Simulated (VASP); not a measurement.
# KF (Pm-3m) in VASP: notebook

Runs on KF. Level: PBE. Tasks: single point.

Program: VASP 6.6.1. These are calculated values, not measurements. Logs are shortened: lines on timing, memory, paths and dates and some standing lists are left out, and cuts for length are marked.

## 1. The cell of the first run

The structure is cubic, space group Pm-3m (No. 221). Conventional cell: a = 3.259 Å, b = 3.259 Å, c = 3.259 Å, α = 90.00°, β = 90.00°, γ = 90.00°. Within 3.7 Å of K (site symmetry m-3m) lie 8 F at 2.82 Å and 6 K at 3.26 Å. F (site symmetry m-3m) has 8 K at 2.82 Å and 6 F at 3.26 Å within 3.7 Å.

## 2. Single point, PBE

INCAR reads:

```
SYSTEM = KF
PREC = Accurate
ENCUT = 600
EDIFF = 1E-6
ISMEAR = 0
SIGMA = 0.1
LREAL = .FALSE.
LASPH = .TRUE.
NELM = 120
ALGO = Normal
ISIF = 2
LWAVE = .FALSE.
LCHARG = .TRUE.
GGA = PE
LELF = .TRUE.
LVHAR = .TRUE.
NBANDS = 15
GGA_COMPAT = .FALSE.
```

KPOINTS reads:

```
Automatic mesh
0
G
  1 1 1
  0 0 0
```

POSCAR reads:

```
KF
1.0
    3.2589550000      0.0000000000      0.0000000000
    0.0000000000      3.2589550000      0.0000000000
    0.0000000000      0.0000000000      3.2589550000
K F
1 1
Direct
    0.0000000000      0.0000000000      0.0000000000
    0.5000000000      0.5000000000      0.5000000000
```

Potentials or basis: VASP PAW PBE potentials, release 64 (K_sv, F).

On the command line:

```
$ cat potpaw_PBE.64/K_sv/POTCAR potpaw_PBE.64/F/POTCAR > POTCAR
$ mpirun -np 1 vasp_gam > vasp.out
```

OUTCAR:

```text
SYSTEM = KF
   PREC = Accurate
   ENCUT = 600
   EDIFF = 1E-6
   ISMEAR = 0
   LREAL = .FALSE.
   LASPH = .TRUE.
   NELM = 120
   ISIF = 2
   GGA = PE

 ion  position               nearest neighbor table
   1  0.000  0.000  0.000-   2 2.82   2 2.82   2 2.82   2 2.82   2 2.82   2 2.82   2 2.82   2 2.82

   2  0.500  0.500  0.500-   1 2.82   1 2.82   1 2.82   1 2.82   1 2.82   1 2.82   1 2.82   1 2.82

  LATTYP: Found a simple cubic cell.
 ALAT       =     3.2589550000

  Lattice vectors:

 A1 = (   3.2589550000,   0.0000000000,   0.0000000000)
 A2 = (   0.0000000000,   3.2589550000,   0.0000000000)
 A3 = (   0.0000000000,   0.0000000000,   3.2589550000)

Analysis of symmetry for initial positions (statically):
=====================================================================
 Subroutine PRICEL returns:
 Original cell was already a primitive cell.

 Routine SETGRP: Setting up the symmetry group for a
 simple cubic supercell.

 Subroutine GETGRP returns: Found 48 space group operations
 (whereof 48 operations were pure point group operations)
 out of a pool of 48 trial point group operations.

The static configuration has the point symmetry O_h .

Analysis of symmetry for dynamics (positions and initial velocities):
=====================================================================
 Subroutine PRICEL returns:
 Original cell was already a primitive cell.

 Routine SETGRP: Setting up the symmetry group for a
 simple cubic supercell.

 Subroutine GETGRP returns: Found 48 space group operations
 (whereof 48 operations were pure point group operations)
 out of a pool of 48 trial point group operations.

The dynamic configuration has the point symmetry O_h .

 Subroutine INISYM returns: Found 48 space group operations
 (whereof 48 operations are pure point group operations),
 and found     1 'primitive' translations

----------------------------------------------------------------------------------------

                                     Primitive cell

  volume of cell :      34.6127

  direct lattice vectors                    reciprocal lattice vectors
     3.258955000  0.000000000  0.000000000     0.306846827  0.000000000  0.000000000
     0.000000000  3.258955000  0.000000000     0.000000000  0.306846827  0.000000000
     0.000000000  0.000000000  3.258955000     0.000000000  0.000000000  0.306846827

  length of vectors
     3.258955000  3.258955000  3.258955000     0.306846827  0.306846827  0.306846827

  position of ions in fractional coordinates (direct lattice)
     0.000000000  0.000000000  0.000000000
     0.500000000  0.500000000  0.500000000

  ion indices of the primitive-cell ions
   primitive index   ion index
                 1           1
                 2           2

----------------------------------------------------------------------------------------

 KPOINTS: Automatic mesh

Automatic generation of k-mesh.
 Grid dimensions read from file:
 generate k-points for:    1    1    1

 Generating k-lattice:

  Cartesian coordinates                     Fractional coordinates (reciprocal lattice)
     0.306846827  0.000000000  0.000000000     1.000000000  0.000000000  0.000000000
     0.000000000  0.306846827  0.000000000     0.000000000  1.000000000  0.000000000
     0.000000000  0.000000000  0.306846827     0.000000000  0.000000000  1.000000000

  Length of vectors
     0.306846827  0.306846827  0.306846827

  Shift w.r.t. Gamma in fractional coordinates (k-lattice)
     0.000000000  0.000000000  0.000000000

 Subroutine IBZKPT returns following result:
 ===========================================

 Found      1 irreducible k-points:

 Following reciprocal coordinates:
            Coordinates               Weight
  0.000000  0.000000  0.000000      1.000000
   k-points           NKPTS =      1   k-points in BZ     NKDIM =      1   number of bands    NBANDS=     15
   number of dos      NEDOS =    301   number of ions     NIONS =      2
   total plane-waves  NPLWV =  21952
   dimension x,y,z NGX =    28 NGY =   28 NGZ =   28
   dimension x,y,z NGXF=    56 NGYF=   56 NGZF=   56
   ions per type =               1   1
   NGX,Y,Z   is equivalent  to a cutoff of  14.28, 14.28, 14.28 a.u.
   NGXF,Y,Z  is equivalent  to a cutoff of  28.57, 28.57, 28.57 a.u.
 SYSTEM =  KF
   PREC   = accura    normal or accurate (medium, high low for compatibility)
   ISTART =      0    job   : 0-new  1-cont  2-samecut
   ICHARG =      2    charge: 1-file 2-atom 10-const
   ISPIN  =      1    spin polarized calculation?
   LNONCOLLINEAR =      F non collinear calculations
   LSORBIT =      F    spin-orbit coupling
   LASPH  =      T    aspherical Exc in radial PAW
   ENCUT  =  600.0 eV  44.10 Ry    6.64 a.u.   6.51  6.51  6.51*2*pi/ulx,y,z
   NELM   =    120;   NELMIN=  2; NELMDL= -5     # of ELM steps
   EDIFF  = 0.1E-05   stopping-criterion for ELM
   LREAL  =      F    real-space projection
   EDIFFG = 0.1E-04   stopping-criterion for IOM
   NSW    =      0    number of steps for IOM
   IBRION =     -1    ionic relax: 0-MD 1-quasi-New 2-CG
   NFREE  =      0    steps in history (QN), initial steepest desc. (CG)
   ISIF   =      2    stress and relaxation
   ISYM   =      2    0-nonsym 1-usesym 2-fastsym
   POTIM  = 0.5000    time-step for ionic-motion
   TEBEG  =    0.0;   TEEND  =   0.0 temperature during run
   PSTRESS=    0.0 pullay stress
   NELECT =      16.0000    total number of electrons
   NUPDOWN=      -1.0000    fix difference up-down
   EMIN   =  10.00;   EMAX   =-10.00  energy-range for DOS
   EFERMI =   0.00;   METHOD = LEGACY
   ISMEAR =     0;   SIGMA  =   0.10  broadening in eV -4-tet -1-fermi 0-gaus
   EFERMI_NEDOS =   21; number of points for ismear=-14 and -15
   IALGO  =     38    algorithm
   IMIX   =      4    mixing-type and parameters
     AMIX     =   0.40;   BMIX     =  1.00
     AMIX_MAG =   1.60;   BMIX_MAG =  1.00
  volume/ion in A,a.u.               =      17.31       116.79
  Fermi-wavevector in a.u.,A,eV,Ry     =   1.265814  2.392041 21.800402  1.602284
  Thomas-Fermi vector in A             =   2.399047
   LORBIT       =      0    0 simple, 1 ext, 2 COOP (PROOUT), +10 PAW based schemes
   GGA     = PE    functional components
   LHFCALC =     F    Hartree Fock is set to
   AEXX    =    0.0000 exact exchange contribution
   IVDW    =     0    specifies the selected vdW correction
   LEPSILON=     F    determine dielectric tensor
   LRPA    =     F    only Hartree local field effects (RPA)
 non-spin polarized calculation
 Gauss-broadening in eV      SIGMA  =   0.10
  energy-cutoff  :      600.00
  volume of cell :       34.61
 maximum number of plane-waves:       595
 NGX is ok and might be reduce to    28
   NGX = 13   NGY = 13   NGZ = 13

 number of electron      16.0000012 magnetization

 Free energy of the ion-electron system (eV)
  ---------------------------------------------------
  ext. energy  EPLUGINS =         0.00000000
  ---------------------------------------------------
  free energy    TOTEN  =        -3.82512158 eV

  energy without entropy =       -3.82512158  energy(sigma->0) =       -3.82512158

 E-fermi :   0.0653     XC(G=0):  -8.7364

 val. band max:       -0.4971655651   @ k =   0.0000   0.0000   0.0000
 cond. band min:       4.6344458878   @ k =   0.0000   0.0000   0.0000
 fundamental gap:      5.1316114528
 Fermi energy:         0.0652972962

 k-point     1 :       0.0000    0.0000    0.0000
  band No.  band energies     occupation
      1     -28.7655      2.00000
      2     -19.2417      2.00000
      3     -11.8473      2.00000
      4     -11.8473      2.00000
      5     -11.8473      2.00000
      6      -0.4972      2.00000
      7      -0.4972      2.00000
      8      -0.4972      2.00000
      9       4.6344      0.00000
     10       6.4333      0.00000
     11       6.4333      0.00000
     12      11.9005      0.00000
     13      11.9005      0.00000
     14      11.9005      0.00000
     15      19.3292      0.00000

------------------------ aborting loop because EDIFF is reached ----------------------------------------

  FORCE on cell =-STRESS in cart. coord.  units (eV):
  Direction    XX          YY          ZZ          XY          YZ          ZX
  --------------------------------------------------------------------------------------
  -------------------------------------------------------------------------------------
  Total        7.4297828      7.4297828      7.4297828     -0.0000000      0.0000000     -0.0000000
  in kB      343.9153872    343.9153872    343.9153872     -0.0000000      0.0000000     -0.0000000
  external PRESSURE =     343.9153872 kB  Pullay stress =       0.0000000 kB

 VOLUME and BASIS-vectors are now :
 -----------------------------------------------------------------------------
  energy-cutoff  :      600.00
  volume of cell :       34.61
      direct lattice vectors                 reciprocal lattice vectors
     3.258955000  0.000000000  0.000000000     0.306846827  0.000000000  0.000000000
     0.000000000  3.258955000  0.000000000     0.000000000  0.306846827  0.000000000
     0.000000000  0.000000000  3.258955000     0.000000000  0.000000000  0.306846827

 POSITION                                       TOTAL-FORCE (eV/Angst)
 -----------------------------------------------------------------------------------
      0.00000      0.00000      0.00000         0.000000      0.000000      0.000000
      1.62948      1.62948      1.62948         0.000000      0.000000      0.000000
 -----------------------------------------------------------------------------------
    total drift:                                0.000000      0.000000      0.000000

  FREE ENERGIE OF THE ION-ELECTRON SYSTEM (eV)
  ---------------------------------------------------
  free  energy   TOTEN  =        -3.8251215785 eV

  energy  without entropy=       -3.8251215785  energy(sigma->0) =       -3.82512158
```

It took 6.1 s on 1 thread of Intel Xeon 8259CL, shared host; peak memory 0.15 GiB.

What came out:

```
Free energy            : -3.8251 eV
Pressure               : 34.4 GPa
Band gap on the k mesh : 5.13 eV
```

Levels at points of the mesh, in eV from the valence-band top:
| k point | band 5 | band 6 | band 7 | band 8 | band 9 | band 10 | band 11 | band 12 |
| --- | --- | --- | --- | --- | --- | --- | --- | --- |
| (0.00, 0.00, 0.00) | -11.35 | 0.00 | 0.00 | 0.00 | 5.13 | 6.93 | 6.93 | 12.40 |

Caveat: the k points lie up to 1.93 Å⁻¹ apart. A k mesh can miss the band edges.

## 3. Single point, PBE

INCAR reads:

```
ALGO = Normal
EDIFF = 1E-6
ENCUT = 600
GGA = PE
GGA_COMPAT = False
ISIF = 2
ISMEAR = -5
LASPH = True
LCHARG = True
LELF = True
LREAL = False
LVHAR = True
LWAVE = False
NBANDS = 15
NELECT = 15.5
NELM = 120
PREC = Accurate
SIGMA = 0.1
```

KPOINTS reads:

```
k-points
0
Gamma
  2 2 2
```

POSCAR is that of step 2.

Potentials or basis: VASP PAW PBE potentials, release 64 (K_sv, F).

On the command line:

```
$ cat potpaw_PBE.64/K_sv/POTCAR potpaw_PBE.64/F/POTCAR > POTCAR
$ mpirun -np 1 vasp_std > vasp.out
```

Run time: 8.5 s. Hardware: 1 thread of Intel Xeon 8259CL, shared host; peak memory 0.15 GiB.

Results (log left out):

```yaml
Free_energy: -6.7200 eV
```

Levels at points of the mesh, in eV from the Fermi level:
```tsv
k point	band 3	band 4	band 5	band 6	band 7	band 8	band 9	band 10	band 11	band 12
(0.00, 0.00, 0.00)	-7.60	-7.60	-7.60	0.04	0.04	0.04	8.36	10.66	10.66	16.19
(0.50, 0.00, 0.00)	-8.31	-7.48	-7.48	-0.83	-0.06	-0.06	11.25	11.70	12.91	14.63
(0.50, 0.50, 0.00)	-8.39	-8.39	-7.40	-0.35	-0.35	0.05	10.62	11.35	14.19	14.19
(0.50, 0.50, 0.50)	-8.17	-8.17	-8.17	-0.71	-0.71	-0.71	12.34	12.34	12.34	17.47
```

Caveat: the k points lie up to 0.96 Å⁻¹ apart; the cell carries a net charge on a neutralising background, which shifts energy and pressure; the cell is charged against a uniform background, so pressure and absolute levels hang on convention; tetrahedron occupations give inexact forces and stress in metals.

## 4. Single point, PBE

INCAR reads:

```
ALGO = Normal
EDIFF = 1E-6
ENCUT = 600
GGA = PE
GGA_COMPAT = F
ISIF = 2
ISMEAR = 0
ISYM = 0
LASPH = T
LCHARG = F
LREAL = F
LWAVE = F
NBANDS = 15
NELM = 120
PREC = Accurate
SIGMA = 0.1
```

KPOINTS reads:

```
Automatic mesh
0
Gamma
  2 2 2
  0.5 0.5 0
```

POSCAR reads:

```
KF
1.0
    3.2589550000      0.0000000000      0.0000000000
    0.0000000000      3.2589550000      0.0000000000
    0.0000000000      0.0000000000      3.2589550000
K F
1 1
Direct
    0.9420000000      0.7990000000      0.5240000000
    1.4420000000      1.2990000000      1.0240000000
```

On the command line:

```
$ cat potpaw_PBE.64/K_sv/POTCAR potpaw_PBE.64/F/POTCAR > POTCAR
$ mpirun -np 1 vasp_std > vasp.out
```

Wall time 10 s (1 thread of Intel Xeon 8259CL, shared host); peak memory 0.15 GiB.

The run converged. Its results:

| Property | Result |
| --- | --- |
| Free energy | -8.1181 eV |
| Pressure | -0.2 GPa |
| Band gap on the k mesh | 8.53 eV, direct |

Levels at points of the mesh, in eV from the valence-band top:
| k point | band 4 | band 5 | band 6 | band 7 | band 8 | band 9 | band 10 | band 11 | band 12 | band 13 |
| --- | --- | --- | --- | --- | --- | --- | --- | --- | --- | --- |
| (0.25, 0.25, 0.00) | -10.25 | -9.85 | -0.59 | -0.28 | 0.00 | 8.53 | 9.48 | 10.52 | 12.20 | 12.83 |

Caveat: the k points lie up to 0.96 Å⁻¹ apart. A hybrid or GW would open this gap; PBE tends to underestimate it.

## 5. Single point, PBE

INCAR reads:

```
SYSTEM = KF
  ALGO = Normal
  EDIFF = 1E-6
  ENCUT = 600
  GGA = PE
  GGA_COMPAT = .False.
  ISIF = 2
  ISMEAR = 0
  LASPH = .True.
  LCHARG = .False.
  LREAL = .False.
  LWAVE = .False.
  NBANDS = 15
  NELM = 120
  PREC = Accurate
  SIGMA = 0.1
```

KPOINTS reads:

```
k-points
0
Gamma
  4 4 4
  0 0 0
```

POSCAR reads:

```
KF
1.0
    3.2589550000      0.0000000000      0.0000000000
    0.0000000000      3.2589550000      0.0000000000
    0.0000000000      0.0000000000      3.2589550000
K F
1 1
Direct
    0.0000000000      0.0000000000      0.0000000000
    0.5000000000      0.5000000000      0.5000000000
```

On the command line:

```
$ cat potpaw_PBE.64/K_sv/POTCAR potpaw_PBE.64/F/POTCAR > POTCAR
$ mpirun -np 1 vasp_std > vasp.out
```

Wall time 16 s (1 thread of Intel Xeon 8259CL, shared host); peak memory 0.15 GiB.

The run converged. Its results:

| Item | Value |
| --- | --- |
| Free energy | -8.0952 eV |
| Pressure | 0.0 GPa |
| Band gap on the k mesh | 6.26 eV, indirect (least direct gap 6.31 eV) |

Levels at points of the mesh, in eV from the valence-band top:
| k point | band 6 | band 7 | band 8 | band 9 | band 10 | band 11 |
| --- | --- | --- | --- | --- | --- | --- |
| (0.00, 0.00, 0.00) | -0.05 | -0.05 | -0.05 | 6.26 | 8.29 | 8.29 |
| (0.50, 0.00, 0.00) | -1.22 | -0.16 | -0.16 | 9.28 | 9.35 | 10.87 |
| (0.50, 0.50, 0.00) | -0.62 | -0.62 | 0.00 | 8.46 | 8.97 | 11.86 |
| (0.50, 0.50, 0.50) | -1.03 | -1.03 | -1.03 | 10.43 | 10.43 | 10.43 |

Caveat: the k points lie up to 0.48 Å⁻¹ apart. A k mesh can miss the band edges.

(Part 1 of 2 ends here.)
